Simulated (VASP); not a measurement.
# As (R-3m) in VASP: further runs

As is run at these levels: BLYP+D4, PBE+D3(BJ); tasks: relaxation of cell and atoms.

All numbers are computed with VASP 6.6.1; they aren't measurements. Logs are shortened: lines on timing, memory, paths and dates and some standing lists are left out, and cuts for length are marked.

### 1 The cell of the first run

The structure is trigonal, space group R-3m (No. 166). Conventional cell: a = 3.762 Å, b = 3.762 Å, c = 10.542 Å, α = 90.00°, β = 90.00°, γ = 120.00°. As (site symmetry 3m) has 6 As at 2.51 to 3.14 Å within 3.3 Å.

### 2 Relaxation of cell and atoms, BLYP+D4

INCAR

```
PREC = Accurate ; ENCUT = 600
EDIFF = 1E-6 ; ISMEAR = -1
SIGMA = 0.05 ; LREAL = False
LASPH = True ; NELM = 100
ALGO = Normal ; ISIF = 3
LWAVE = False ; LCHARG = False
GGA = B5 ; ALDAX = 1.0
AGGAX = 1.0 ; AGGAC = 1.0
ALDAC = 0.0 ; IVDW = 13
VDW_S6 = 1.0 ; VDW_S8 = 2.34076671
VDW_A1 = 0.44488865 ; VDW_A2 = 4.0933009
IBRION = 2 ; NSW = 60
EDIFFG = -0.01
```

KPOINTS

```
Automatic mesh
0
Gamma
  9 9 9
```

POSCAR

```
As
1.0
    1.8807968987      1.0858785957      3.5140619945
   -1.8807968987      1.0858785957      3.5140619945
    0.0000000000     -2.1717571915      3.5140619945
As
2
Direct
    0.2260000000      0.2260000000      0.2260000000
    0.7740000000      0.7740000000      0.7740000000
```

Potentials or basis: VASP PAW PBE potentials, release 64 (As).

The run is started by

```bash
$ cat potpaw_PBE.64/As/POTCAR > POTCAR
$ mpirun -np 1 vasp_std > vasp.out
```

OUTCAR:

```text
PREC = Accurate
   ENCUT = 600
   EDIFF = 1E-6
   ISMEAR = -1
   LREAL = False
   LASPH = True
   NELM = 100
   ISIF = 3
   GGA = B5
   IVDW = 13
   IBRION = 2
   NSW = 60
   EDIFFG = -0.01

 ion  position               nearest neighbor table
   1  0.226  0.226  0.226-   2 2.51   2 2.51   2 2.51
   2  0.774  0.774  0.774-   1 2.51   1 2.51   1 2.51

  LATTYP: Found a trigonal (rhomboedric) cell.
 ALAT       =     4.1310000000
 COS(alpha) =     0.5854247172

  Lattice vectors:

 A1 = (   1.8807968987,   1.0858785957,   3.5140619945)
 A2 = (  -1.8807968987,   1.0858785957,   3.5140619945)
 A3 = (   0.0000000000,  -2.1717571915,   3.5140619945)

Analysis of symmetry for initial positions (statically):
=====================================================================
 Subroutine PRICEL returns:
 Original cell was already a primitive cell.

 Routine SETGRP: Setting up the symmetry group for a
 trigonal (rhombohedral) supercell.

 Subroutine GETGRP returns: Found 12 space group operations
 (whereof 12 operations were pure point group operations)
 out of a pool of 12 trial point group operations.

The static configuration has the point symmetry D_3d.

Analysis of symmetry for dynamics (positions and initial velocities):
=====================================================================
 Subroutine PRICEL returns:
 Original cell was already a primitive cell.

 Routine SETGRP: Setting up the symmetry group for a
 trigonal (rhombohedral) supercell.

 Subroutine GETGRP returns: Found 12 space group operations
 (whereof 12 operations were pure point group operations)
 out of a pool of 12 trial point group operations.

The dynamic configuration has the point symmetry D_3d.

 Subroutine INISYM returns: Found 12 space group operations
 (whereof 12 operations are pure point group operations),
 and found     1 'primitive' translations

----------------------------------------------------------------------------------------

                                     Primitive cell

  volume of cell :      43.0610

  direct lattice vectors                    reciprocal lattice vectors
     1.880796899  1.085878596  3.514061995     0.265844760  0.153485544  0.094856987
    -1.880796899  1.085878596  3.514061995    -0.265844760  0.153485544  0.094856987
     0.000000000 -2.171757191  3.514061995     0.000000000 -0.306971087  0.094856987

  length of vectors
     4.131000000  4.131000000  4.131000000     0.321292852  0.321292852  0.321292852

  position of ions in fractional coordinates (direct lattice)
     0.226000000  0.226000000  0.226000000
     0.774000000  0.774000000  0.774000000

  ion indices of the primitive-cell ions
   primitive index   ion index
                 1           1
                 2           2

----------------------------------------------------------------------------------------

 KPOINTS: Automatic mesh

Automatic generation of k-mesh.
 Grid dimensions read from file:
 generate k-points for:    9    9    9

 Generating k-lattice:

  Cartesian coordinates                     Fractional coordinates (reciprocal lattice)
     0.029538307  0.017053949  0.010539665     0.111111111  0.000000000 -0.000000000
    -0.029538307  0.017053949  0.010539665     0.000000000  0.111111111 -0.000000000
     0.000000000 -0.034107899  0.010539665    -0.000000000 -0.000000000  0.111111111

  Length of vectors
     0.035699206  0.035699206  0.035699206

  Shift w.r.t. Gamma in fractional coordinates (k-lattice)
     0.000000000  0.000000000  0.000000000

 Subroutine IBZKPT returns following result:
 ===========================================

 Found     85 irreducible k-points:

 Following reciprocal coordinates:
            Coordinates               Weight
  0.000000  0.000000  0.000000      1.000000
  0.111111 -0.000000 -0.000000      6.000000
  0.222222 -0.000000 -0.000000      6.000000
  0.333333 -0.000000 -0.000000      6.000000
  0.444444 -0.000000 -0.000000      6.000000
  0.111111  0.111111 -0.000000      6.000000
[... 16 lines left out ...]
 -0.333333  0.333333  0.000000      6.000000
  0.444444  0.444444 -0.000000      6.000000
 [... further k-points ...]
   k-points           NKPTS =     85   k-points in BZ     NKDIM =     85   number of bands    NBANDS=      9
   number of dos      NEDOS =    301   number of ions     NIONS =      2
   total plane-waves  NPLWV =  46656
   dimension x,y,z NGX =    36 NGY =   36 NGZ =   36
   dimension x,y,z NGXF=    72 NGYF=   72 NGZF=   72
   ions per type =               2
   NGX,Y,Z   is equivalent  to a cutoff of  14.49, 14.49, 14.49 a.u.
   NGXF,Y,Z  is equivalent  to a cutoff of  28.98, 28.98, 28.98 a.u.
 SYSTEM =  unknown system
   PREC   = accura    normal or accurate (medium, high low for compatibility)
   ISTART =      0    job   : 0-new  1-cont  2-samecut
   ICHARG =      2    charge: 1-file 2-atom 10-const
   ISPIN  =      1    spin polarized calculation?
   LNONCOLLINEAR =      F non collinear calculations
   LSORBIT =      F    spin-orbit coupling
   LASPH  =      T    aspherical Exc in radial PAW
   ENCUT  =  600.0 eV  44.10 Ry    6.64 a.u.   8.25  8.25  8.25*2*pi/ulx,y,z
   NELM   =    100;   NELMIN=  2; NELMDL= -5     # of ELM steps
   EDIFF  = 0.1E-05   stopping-criterion for ELM
   LREAL  =      F    real-space projection
   EDIFFG = -.1E-01   stopping-criterion for IOM
   NSW    =     60    number of steps for IOM
   IBRION =      2    ionic relax: 0-MD 1-quasi-New 2-CG
   NFREE  =      1    steps in history (QN), initial steepest desc. (CG)
   ISIF   =      3    stress and relaxation
   ISYM   =      2    0-nonsym 1-usesym 2-fastsym
   POTIM  = 0.5000    time-step for ionic-motion
   TEBEG  =    0.0;   TEEND  =   0.0 temperature during run
   PSTRESS=    0.0 pullay stress
   NELECT =      10.0000    total number of electrons
   NUPDOWN=      -1.0000    fix difference up-down
   EMIN   =  10.00;   EMAX   =-10.00  energy-range for DOS
   EFERMI =   0.00;   METHOD = LEGACY
   ISMEAR =    -1;   SIGMA  =   0.05  broadening in eV -4-tet -1-fermi 0-gaus
   EFERMI_NEDOS =   21; number of points for ismear=-14 and -15
   IALGO  =     38    algorithm
   IMIX   =      4    mixing-type and parameters
     AMIX     =   0.40;   BMIX     =  1.00
     AMIX_MAG =   1.60;   BMIX_MAG =  1.00
  volume/ion in A,a.u.               =      21.53       145.29
  Fermi-wavevector in a.u.,A,eV,Ry     =   1.006268  1.901570 13.776916  1.012575
  Thomas-Fermi vector in A             =   2.138999
   LORBIT       =      0    0 simple, 1 ext, 2 COOP (PROOUT), +10 PAW based schemes
   GGA     = B5    functional components
   LHFCALC =     F    Hartree Fock is set to
   AEXX    =    0.0000 exact exchange contribution
   IVDW    =    13    specifies the selected vdW correction
   LEPSILON=     F    determine dielectric tensor
   LRPA    =     F    only Hartree local field effects (RPA)
 conjugate gradient relaxation of ions
 non-spin polarized calculation
  energy-cutoff  :      600.00
  volume of cell :       43.06
 maximum number of plane-waves:      1461
 NGX is ok and might be reduce to    36
   NGX = 17   NGY = 17   NGZ = 17

--------------------------------------- Ionic step        1  -------------------------------------------

 number of electron      10.0000000 magnetization

 Free energy of the ion-electron system (eV)
  ---------------------------------------------------
  ext. energy  EPLUGINS =         0.00000000
  ---------------------------------------------------
  free energy    TOTEN  =        -7.83981673 eV

  energy without entropy =       -7.83842365  energy(sigma->0) =       -7.83912019

------------------------ aborting loop because EDIFF is reached ----------------------------------------

  DFT-D4 for vdW energy calculation

  Edisp (eV):   -1.73800
[... 105 lines left out ...]
  FREE ENERGIE OF THE ION-ELECTRON SYSTEM (eV)
  ---------------------------------------------------
  free  energy   TOTEN  =        -9.5991780490 eV

  energy  without entropy=       -9.5978432435  energy(sigma->0) =       -9.59851065

 E-fermi :   5.6073     XC(G=0):  -9.1947

 val. band max:        5.5919212647   @ k =   0.4444  -0.0000  -0.0000
 cond. band min:       5.6176630805   @ k =   0.4444   0.3333   0.3333
 fundamental gap:      0.0257418158
 Fermi energy:         5.6072954740

 k-point     1 :       0.0000    0.0000    0.0000
  band No.  band energies     occupation
      1      -9.1553      2.00000
      2      -0.4969      2.00000
      3       3.1785      2.00000
      4       3.6372      2.00000
      5       3.6372      2.00000
      6       7.4312      0.00000
      7       8.4790      0.00000
      8       8.4790      0.00000
      9      12.5934      0.00000
[... 265 lines left out ...]
 k-point    24 :       0.4444    0.4444   -0.0000
  band No.  band energies     occupation
      1      -6.7044      2.00000
      2      -3.9032      2.00000
      3      -0.0782      2.00000
      4       1.6259      2.00000
      5       1.6890      2.00000
      6       7.5049      0.00000
      7      10.7090      0.00000
      8      12.0733      0.00000
      9      12.1719      0.00000

 [... further k-points ...]

[... ionic steps 4 to 9 ...]

--------------------------------------- Ionic step       10  -------------------------------------------

 number of electron      10.0000000 magnetization

------------------------ aborting loop because EDIFF is reached ----------------------------------------
[... 75 lines left out ...]
--------------------------------------- Ionic step       12  -------------------------------------------

 number of electron      10.0000000 magnetization

 Free energy of the ion-electron system (eV)
  ---------------------------------------------------
  ext. energy  EPLUGINS =         0.00000000
  ---------------------------------------------------
  free energy    TOTEN  =        -7.89898821 eV

  energy without entropy =       -7.89766208  energy(sigma->0) =       -7.89832515

 E-fermi :   5.6261     XC(G=0):  -9.2178

 val. band max:        5.5978940733   @ k =   0.4444   0.3333   0.3333
 cond. band min:       5.6452765530   @ k =   0.4444  -0.0000  -0.0000
 fundamental gap:      0.0473824797
 Fermi energy:         5.6260509537

 k-point     1 :       0.0000    0.0000    0.0000
  band No.  band energies     occupation
      1      -9.1246      2.00000
      2      -0.4096      2.00000
      3       3.2799      2.00000
      4       3.6431      2.00000
      5       3.6431      2.00000
      6       7.5188      0.00000
      7       8.5493      0.00000
      8       8.5493      0.00000
      9      12.5653      0.00000
[... 265 lines left out ...]
 k-point    24 :       0.4444    0.4444   -0.0000
  band No.  band energies     occupation
      1      -6.6613      2.00000
      2      -3.8411      2.00000
      3      -0.0729      2.00000
      4       1.6614      2.00000
      5       1.6848      2.00000
      6       7.5605      0.00000
      7      10.8037      0.00000
      8      12.1940      0.00000
      9      12.2035      0.00000

 [... further k-points ...]

------------------------ aborting loop because EDIFF is reached ----------------------------------------

  DFT-D4 for vdW energy calculation

  Edisp (eV):   -1.70162
[... 25 lines left out ...]
  FREE ENERGIE OF THE ION-ELECTRON SYSTEM (eV)
  ---------------------------------------------------
  free  energy   TOTEN  =        -9.6006113506 eV

  energy  without entropy=       -9.5992852196  energy(sigma->0) =       -9.59994829

 reached required accuracy - stopping structural energy minimisation
```

Run time: 4.8 min. Hardware: 1 thread of Intel Xeon Platinum 8259CL at 2.50GHz (Skylake/Cascade Lake), shared host; peak memory 0.22 GiB.

Results:

| Quantity | Value |
| --- | --- |
| Free energy | -9.6006 eV |
| Relaxed volume | 22.00 Å³/atom |
| Relaxed cell | a = 4.126 Å, b = 4.126 Å, c = 4.126 Å, α = 55.10°, β = 55.10°, γ = 55.10° |
| Space group after relaxing (to 0.05 Å) | R-3m (No. 166) |
| Energy gained by relaxing | 11.4 meV/atom |
| Ionic steps | 12 |
| Pressure after relaxing | 0.0 GPa |
| Band gap on the k mesh | 0.05 eV, indirect (least direct gap 0.58 eV) |
| Dispersion energy per atom | -0.851 eV |

Step by step:
```csv
step,energy change (eV),largest force (eV/Å),pressure (GPa),volume (Å³)
1,0.0000,0.5109,3.16,43.06
2,-0.0087,0.2781,-2.45,45.76
3,-0.0214,0.0441,-0.18,44.55
4,-0.0214,0.0529,-0.13,44.52
5,-0.0218,0.0368,-0.07,44.40
6,-0.0223,0.0093,0.04,44.21
7,-0.0223,0.0428,0.26,43.83
8,-0.0225,0.0178,0.14,44.02
9,-0.0227,0.0217,-0.06,44.06
10,-0.0228,0.0226,-0.10,44.07
11,-0.0228,0.0152,0.07,43.97
12,-0.0228,0.0002,0.00,44.01
```

Final structure:
```
CELL_PARAMETERS angstrom
1.90838 1.10180 3.48825
-1.90838 1.10180 3.48825
0.00000 -2.20361 3.48825
ATOMIC_POSITIONS crystal
As 0.22825 0.22825 0.22825
As 0.77175 0.77175 0.77175
```

Levels at points of the mesh, in eV from the valence-band top:
```csv
k point,band 1,band 2,band 3,band 4,band 5,band 6,band 7,band 8,band 9
"(0.00, 0.00, 0.00)",-14.72,-6.01,-2.32,-1.95,-1.95,1.92,2.95,2.95,6.97
```

Caveat: the PAW data sets were made with another functional, which shifts forces and pressure a little. A k mesh can miss the band edges.

### 3 Relaxation of cell and atoms, PBE+D3(BJ)

INCAR

```
SYSTEM = As
ALGO = Normal
EDIFF = 1E-7
EDIFFG = -0.01
ENCUT = 600
GGA = PE
IBRION = 2
ISIF = 3
ISMEAR = -1
IVDW = 12
LASPH = .TRUE.
LCHARG = .FALSE.
LREAL = .FALSE.
LWAVE = .FALSE.
NELM = 80
NSW = 60
PREC = Accurate
SIGMA = 0.05
```

KPOINTS

```
k-points
0
G
  9 9 9
  0 0 0
```

POSCAR is that of step 2.

Potentials or basis: VASP PAW PBE potentials, release 64 (As).

The run is started by

```bash
$ cat potpaw_PBE.64/As/POTCAR > POTCAR
$ mpirun -np 1 vasp_std > vasp.out
```

Wall time 3 min (1 thread of Intel Xeon Platinum 8488C (Sapphire Rapids), shared host); peak memory 0.23 GiB.

The run converged. Its results:

```yaml
Free_energy: -10.1860 eV
Relaxed_volume: 20.94 Å³/atom
Relaxed_cell: a = 4.013 Å, b = 4.013 Å, c = 4.013 Å, α = 56.38°, β = 56.38°, γ = 56.38°
Space_group_after_relaxing_to_0.05_Å: R-3m (No. 166)
Energy_gained_by_relaxing: 11.9 meV/atom
Ionic_steps: 11
Pressure_after_relaxing: 0.0 GPa
Band_gap_on_the_k_mesh: 0.10 eV, indirect (least direct gap 0.60 eV)
Dispersion_energy_per_atom: -0.432 eV
```

Forces in eV/Å, atoms in the order of the input:
```
As   0.000  0.000  0.002
As   0.000  0.000 -0.002
```

Step by step:
| step | energy change (eV) | largest force (eV/Å) | pressure (GPa) | volume (Å³) |
| --- | --- | --- | --- | --- |
| 1 | 0.0000 | 0.4877 | 0.82 | 43.06 |
| 2 | -0.0096 | 0.0257 | -1.62 | 43.75 |
| 3 | -0.0104 | 0.0835 | -1.10 | 43.60 |
| 4 | -0.0164 | 0.0296 | -0.49 | 42.89 |
| 5 | -0.0191 | 0.0267 | 0.28 | 42.11 |
| 6 | -0.0227 | 0.0288 | 0.10 | 41.96 |
| 7 | -0.0237 | 0.0306 | -0.02 | 41.83 |
| 8 | -0.0237 | 0.0306 | -0.03 | 41.82 |
| 9 | -0.0238 | 0.0079 | 0.11 | 41.79 |
| 10 | -0.0238 | 0.0018 | 0.08 | 41.80 |
| 11 | -0.0238 | 0.0020 | -0.03 | 41.87 |

Final structure:
```yaml
crystal:
  lattice:
    - [1.89569, 1.09447, 3.36358]
    - [-1.89569, 1.09447, 3.36358]
    - [0.00000, -2.18895, 3.36358]
  atoms:
    - { symbol: As, position: [0.23045, 0.23045, 0.23045] }
    - { symbol: As, position: [0.76955, 0.76955, 0.76955] }
```

Levels at points of the mesh, in eV from the valence-band top:
```csv
k point,band 2,band 3,band 4,band 5,band 6,band 7,band 8,band 9
"(0.00, 0.00, 0.00)",-5.50,-2.28,-2.00,-2.00,2.21,3.21,3.21,6.55
```

A k mesh can miss the band edges.
